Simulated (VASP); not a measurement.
# BaZrO3 (Pm-3m) in VASP: phonons with r2SCAN

Aim: the phonons of BaZrO3 with r2SCAN.

Everything below comes from runs of VASP 6.6.1. Logs are shortened: lines on timing, memory, paths and dates and some standing lists are left out, and cuts for length are marked.

## Step 1: The cell of the first run

It takes space group Pm-3m (No. 221, cubic). The conventional cell has a = 4.205 Å, b = 4.205 Å, c = 4.205 Å, α = 90.00°, β = 90.00°, γ = 90.00°. Ba (site symmetry m-3m) has 12 O at 2.97 Å and 8 Zr at 3.64 Å within 3.9 Å. Zr (site symmetry m-3m) has 6 O at 2.10 Å within 2.8 Å. Within 2.8 Å of O (site symmetry 4/mmm) lie 2 Zr at 2.10 Å.

## Step 2: Phonons, r2SCAN

INCAR

```
SYSTEM = BaZrO3
PREC = Accurate ; ENCUT = 520
EDIFF = 1E-8 ; ISMEAR = 0
SIGMA = 0.01 ; LREAL = .FALSE.
LASPH = .TRUE. ; NELM = 80
ALGO = Normal ; ISIF = 2
LWAVE = .FALSE. ; LCHARG = .FALSE.
METAGGA = R2SCAN ; LMIXTAU = .TRUE.
NBANDS = 28 ; IBRION = 6
NFREE = 2 ; POTIM = 0.015
NSW = 1
```

KPOINTS

```
Automatic mesh
0
G
  6 6 6
  0 0 0
```

POSCAR

```
BaZrO3
1.0
    4.2051719963      0.0000000000      0.0000000000
    0.0000000000      4.2051719963      0.0000000000
    0.0000000000      0.0000000000      4.2051719963
Ba Zr O
1 1 3
Direct
    0.0000000000      0.0000000000      0.0000000000
    0.5000000000      0.5000000000      0.5000000000
    0.0000000000      0.5000000000      0.5000000000
    0.5000000000      0.0000000000      0.5000000000
    0.5000000000      0.5000000000      0.0000000000
```

Potentials or basis: VASP PAW PBE potentials, release 64 (Ba_sv, Zr_sv, O).

On the command line:

```console
$ cat potpaw_PBE.64/Ba_sv/POTCAR potpaw_PBE.64/Zr_sv/POTCAR potpaw_PBE.64/O/POTCAR > POTCAR
$ mpirun -np 1 vasp_std > vasp.out
```

OUTCAR:

```text
SYSTEM = BaZrO3
   PREC = Accurate
   ENCUT = 520
   EDIFF = 1E-8
   ISMEAR = 0
   LREAL = .FALSE.
   LASPH = .TRUE.
   NELM = 80
   ISIF = 2
   METAGGA = R2SCAN
   IBRION = 6
   NFREE = 2
   POTIM = 0.015
   NSW = 1

 ion  position               nearest neighbor table
   1  0.000  0.000  0.000-   3 2.97   4 2.97   5 2.97   3 2.97   4 2.97   3 2.97   5 2.97   3 2.97
                             4 2.97   5 2.97   4 2.97   5 2.97   2 3.64   2 3.64   2 3.64   2 3.64
   2  0.500  0.500  0.500-   3 2.10   4 2.10   5 2.10   5 2.10   4 2.10   3 2.10   1 3.64   1 3.64
                             1 3.64   1 3.64   1 3.64   1 3.64   1 3.64   1 3.64
   3  0.000  0.500  0.500-   2 2.10   2 2.10   1 2.97   1 2.97   1 2.97   1 2.97
   4  0.500  0.000  0.500-   2 2.10   2 2.10   1 2.97   1 2.97   1 2.97   1 2.97
   5  0.500  0.500  0.000-   2 2.10   2 2.10   1 2.97   1 2.97   1 2.97   1 2.97

  LATTYP: Found a simple cubic cell.
 ALAT       =     4.2051719963

  Lattice vectors:

 A1 = (   4.2051719963,   0.0000000000,   0.0000000000)
 A2 = (   0.0000000000,   4.2051719963,   0.0000000000)
 A3 = (   0.0000000000,   0.0000000000,   4.2051719963)

Analysis of symmetry for initial positions (statically):
=====================================================================
 Subroutine PRICEL returns:
 Original cell was already a primitive cell.

 Routine SETGRP: Setting up the symmetry group for a
 simple cubic supercell.

 Subroutine GETGRP returns: Found 48 space group operations
 (whereof 48 operations were pure point group operations)
 out of a pool of 48 trial point group operations.

The static configuration has the point symmetry O_h .

Analysis of symmetry for dynamics (positions and initial velocities):
=====================================================================
 Subroutine PRICEL returns:
 Original cell was already a primitive cell.

 Routine SETGRP: Setting up the symmetry group for a
 simple cubic supercell.

 Subroutine GETGRP returns: Found 48 space group operations
 (whereof 48 operations were pure point group operations)
 out of a pool of 48 trial point group operations.

The dynamic configuration has the point symmetry O_h .

 Subroutine INISYM returns: Found 48 space group operations
 (whereof 48 operations are pure point group operations),
 and found     1 'primitive' translations

----------------------------------------------------------------------------------------

                                     Primitive cell

  volume of cell :      74.3620

  direct lattice vectors                    reciprocal lattice vectors
     4.205171996  0.000000000  0.000000000     0.237802402  0.000000000  0.000000000
     0.000000000  4.205171996  0.000000000     0.000000000  0.237802402  0.000000000
     0.000000000  0.000000000  4.205171996     0.000000000  0.000000000  0.237802402

  length of vectors
     4.205171996  4.205171996  4.205171996     0.237802402  0.237802402  0.237802402

  position of ions in fractional coordinates (direct lattice)
     0.000000000  0.000000000  0.000000000
     0.500000000  0.500000000  0.500000000
     0.000000000  0.500000000  0.500000000
     0.500000000  0.000000000  0.500000000
     0.500000000  0.500000000  0.000000000

  ion indices of the primitive-cell ions
   primitive index   ion index
                 1           1
                 2           2
                 3           3
                 4           4
                 5           5

----------------------------------------------------------------------------------------

 KPOINTS: Automatic mesh

Automatic generation of k-mesh.
 Grid dimensions read from file:
 generate k-points for:    6    6    6

 Generating k-lattice:

  Cartesian coordinates                     Fractional coordinates (reciprocal lattice)
     0.039633734  0.000000000  0.000000000     0.166666667  0.000000000  0.000000000
     0.000000000  0.039633734  0.000000000     0.000000000  0.166666667  0.000000000
     0.000000000  0.000000000  0.039633734     0.000000000  0.000000000  0.166666667

  Length of vectors
     0.039633734  0.039633734  0.039633734

  Shift w.r.t. Gamma in fractional coordinates (k-lattice)
     0.000000000  0.000000000  0.000000000

 Subroutine IBZKPT returns following result:
 ===========================================

 Found     20 irreducible k-points:

 Following reciprocal coordinates:
            Coordinates               Weight
  0.000000  0.000000  0.000000      1.000000
  0.166667  0.000000  0.000000      6.000000
  0.333333  0.000000  0.000000      6.000000
  0.500000  0.000000  0.000000      3.000000
  0.166667  0.166667  0.000000     12.000000
  0.333333  0.166667  0.000000     24.000000
[... 12 lines left out ...]
  0.500000  0.500000  0.333333      6.000000
  0.500000  0.500000  0.500000      1.000000
   k-points           NKPTS =     20   k-points in BZ     NKDIM =     20   number of bands    NBANDS=     28
   number of dos      NEDOS =    301   number of ions     NIONS =      5
   total plane-waves  NPLWV =  32768
   dimension x,y,z NGX =    32 NGY =   32 NGZ =   32
   dimension x,y,z NGXF=    64 NGYF=   64 NGZF=   64
   ions per type =               1   1   3
   NGX,Y,Z   is equivalent  to a cutoff of  12.65, 12.65, 12.65 a.u.
   NGXF,Y,Z  is equivalent  to a cutoff of  25.30, 25.30, 25.30 a.u.
 SYSTEM =  BaZrO3
   PREC   = accura    normal or accurate (medium, high low for compatibility)
   ISTART =      0    job   : 0-new  1-cont  2-samecut
   ICHARG =      2    charge: 1-file 2-atom 10-const
   ISPIN  =      1    spin polarized calculation?
   LNONCOLLINEAR =      F non collinear calculations
   LSORBIT =      F    spin-orbit coupling
   LASPH  =      T    aspherical Exc in radial PAW
   ENCUT  =  520.0 eV  38.22 Ry    6.18 a.u.   7.82  7.82  7.82*2*pi/ulx,y,z
   NELM   =     80;   NELMIN=  2; NELMDL= -5     # of ELM steps
   EDIFF  = 0.1E-07   stopping-criterion for ELM
   LREAL  =      F    real-space projection
   EDIFFG = 0.1E-06   stopping-criterion for IOM
   NSW    =     97    number of steps for IOM
   IBRION =      6    ionic relax: 0-MD 1-quasi-New 2-CG
   NFREE  =      2    steps in history (QN), initial steepest desc. (CG)
   ISIF   =      2    stress and relaxation
   ISYM   =      2    0-nonsym 1-usesym 2-fastsym
   POTIM  = 0.0150    time-step for ionic-motion
   TEBEG  =    0.0;   TEEND  =   0.0 temperature during run
   PSTRESS=    0.0 pullay stress
   NELECT =      40.0000    total number of electrons
   NUPDOWN=      -1.0000    fix difference up-down
   EMIN   =  10.00;   EMAX   =-10.00  energy-range for DOS
   EFERMI =   0.00;   METHOD = LEGACY
   ISMEAR =     0;   SIGMA  =   0.01  broadening in eV -4-tet -1-fermi 0-gaus
   EFERMI_NEDOS =   21; number of points for ismear=-14 and -15
   IALGO  =     38    algorithm
   IMIX   =      4    mixing-type and parameters
     AMIX     =   0.40;   BMIX     =  1.00
     AMIX_MAG =   1.60;   BMIX_MAG =  1.00
  volume/ion in A,a.u.               =      14.87       100.36
  Fermi-wavevector in a.u.,A,eV,Ry     =   1.331408  2.515996 24.118319  1.772646
  Thomas-Fermi vector in A             =   2.460421
   LORBIT       =      0    0 simple, 1 ext, 2 COOP (PROOUT), +10 PAW based schemes
   METAGGA = R2SCAN    functional components
   LHFCALC =     F    Hartree Fock is set to
   AEXX    =    0.0000 exact exchange contribution
   IVDW    =     0    specifies the selected vdW correction
   LEPSILON=     F    determine dielectric tensor
   LRPA    =     F    only Hartree local field effects (RPA)
 finite differences with symmetry
 non-spin polarized calculation
 Gauss-broadening in eV      SIGMA  =   0.01
  energy-cutoff  :      520.00
  volume of cell :       74.36
 maximum number of plane-waves:      2016
 NGX is ok and might be reduce to    32
   NGX = 15   NGY = 15   NGZ = 15

--------------------------------------- Ionic step        1  -------------------------------------------

 number of electron      39.9999994 magnetization

 Free energy of the ion-electron system (eV)
  ---------------------------------------------------
  ext. energy  EPLUGINS =         0.00000000
  ---------------------------------------------------
  free energy    TOTEN  =       -85.10553446 eV

  energy without entropy =      -85.10553446  energy(sigma->0) =      -85.10553446

------------------------ aborting loop because EDIFF is reached ----------------------------------------

  FORCE on cell =-STRESS in cart. coord.  units (eV):
  Direction    XX          YY          ZZ          XY          YZ          ZX
  --------------------------------------------------------------------------------------
  -------------------------------------------------------------------------------------
  Total        0.4741171      0.4741171      0.4741171      0.0000000     -0.0000000     -0.0000000
  in kB       10.2151545     10.2151545     10.2151545      0.0000000     -0.0000000     -0.0000000
  external PRESSURE =      10.2151545 kB  Pullay stress =       0.0000000 kB
[... 299 lines left out ...]
--------------------------------------- Ionic step        9  -------------------------------------------

 number of electron      39.9999995 magnetization

 Free energy of the ion-electron system (eV)
  ---------------------------------------------------
  ext. energy  EPLUGINS =         0.00000000
  ---------------------------------------------------
  free energy    TOTEN  =       -85.10519180 eV

  energy without entropy =      -85.10519180  energy(sigma->0) =      -85.10519180

 E-fermi :   3.5578     XC(G=0): -11.3370

 val. band max:        3.4150345374   @ k =   0.5000   0.5000   0.5000
 cond. band min:       7.0933825653   @ k =   0.0000   0.0000   0.0000
 fundamental gap:      3.6783480279
 Fermi energy:         3.5578428350

 k-point     1 :       0.0000    0.0000    0.0000
  band No.  band energies     occupation
      1     -45.1601      2.00000
      2     -22.6136      2.00000
      3     -22.5898      2.00000
      4     -22.5897      2.00000
      5     -22.5897      2.00000
      6     -13.9111      2.00000
[... 733 lines left out ...]
     27      11.6086      0.00000
     28      11.9529      0.00000

 [... further k-points ...]

------------------------ aborting loop because EDIFF is reached ----------------------------------------

  FORCE on cell =-STRESS in cart. coord.  units (eV):
  Direction    XX          YY          ZZ          XY          YZ          ZX
  --------------------------------------------------------------------------------------
  -------------------------------------------------------------------------------------
  Total        0.4707646      0.4744274      0.4738252      0.0000000      0.0000000      0.0000000
  in kB       10.1429214     10.2218386     10.2088642      0.0000000      0.0000000      0.0000000
  external PRESSURE =      10.1912081 kB  Pullay stress =       0.0000000 kB
[... 20 lines left out ...]
  FREE ENERGIE OF THE ION-ELECTRON SYSTEM (eV)
  ---------------------------------------------------
  free  energy   TOTEN  =       -85.1051918027 eV

  energy  without entropy=      -85.1051918027  energy(sigma->0) =      -85.10519180

 INTERNAL STRAIN TENSORS FROM DISPLACED ATOMS
 ============================================

 INTERNAL STRAIN TENSOR FOR ION    1 for displacements in x,y,z  (eV/Angst):
          X           Y           Z          XY          YZ          ZX
  --------------------------------------------------------------------------------
  x     0.00000     0.00000     0.00000     0.00000     0.00000     0.00000
  y     0.00000     0.00000     0.00000     0.00000     0.00000     0.00000
  z     0.00000     0.00000     0.00000     0.00000     0.00000     0.00000

 INTERNAL STRAIN TENSOR FOR ION    5 for displacements in x,y,z  (eV/Angst):
          X           Y           Z          XY          YZ          ZX
  --------------------------------------------------------------------------------
  x     0.00000     0.00000     0.00000     0.00000     0.00000     0.00000
  y     0.00000     0.00000     0.00000     0.00000     0.00000     0.00000
  z     0.00000     0.00000     0.00000     0.00000     0.00000     0.00000

 Eigenvectors and eigenvalues of the dynamical matrix
 ----------------------------------------------------

   1 f  =   15.000631 THz    94.251744 2PiTHz  500.367187 cm-1    62.037597 meV
             X         Y         Z           dx          dy          dz
      0.000000  0.000000  0.000000    -0.000472   -0.027936   -0.000000
      2.102586  2.102586  2.102586    -0.001839   -0.108859   -0.000000
      0.000000  2.102586  2.102586     0.015351   -0.284037   -0.000000
      2.102586  0.000000  2.102586    -0.004798    0.908697   -0.000000
      2.102586  2.102586  0.000000    -0.004798   -0.284037    0.000000
[... 105 lines left out ...]
  15 f/i=    0.024586 THz     0.154478 2PiTHz    0.820100 cm-1     0.101679 meV
             X         Y         Z           dx          dy          dz
      0.000000  0.000000  0.000000     0.676421   -0.169955   -0.061601
      2.102586  2.102586  2.102586     0.556836   -0.139909   -0.050710
      0.000000  2.102586  2.102586     0.234579   -0.059112   -0.021425
      2.102586  0.000000  2.102586     0.235265   -0.058939   -0.021425
      2.102586  2.102586  0.000000     0.235265   -0.059112   -0.021363

 ELASTIC MODULI CONTR FROM IONIC RELAXATION (kBar)
 Direction    XX          YY          ZZ          XY          YZ          ZX
 --------------------------------------------------------------------------------
 XX           0.0000      0.0000      0.0000      0.0000      0.0000      0.0000
 YY           0.0000      0.0000      0.0000      0.0000      0.0000      0.0000
 ZZ           0.0000      0.0000      0.0000      0.0000      0.0000      0.0000
 XY           0.0000      0.0000      0.0000      0.0000      0.0000      0.0000
 YZ           0.0000      0.0000      0.0000      0.0000      0.0000      0.0000
 ZX           0.0000      0.0000      0.0000      0.0000      0.0000      0.0000
 --------------------------------------------------------------------------------
```

Run time: 12 min. Hardware: 1 thread of Intel Xeon 6975P-C (Granite Rapids), shared host; peak memory 0.35 GiB.

What came out:

```
Highest phonon frequency at Γ, LO-TO splitting left out : 500 cm⁻¹
```

Phonon frequencies in cm⁻¹ (negative: imaginary):
```
              q point                                               frequencies
(0.000, 0.000, 0.000)  -1 -1 -1 116 116 116 202 202 202 205 205 205 500 500 500
```

Caveat: the cell stands under pressure or tension, which shifts response properties; the PAW data sets were made with another functional, which shifts forces and pressure a little; spin-orbit coupling is left out, which moves the levels of the heavy elements.
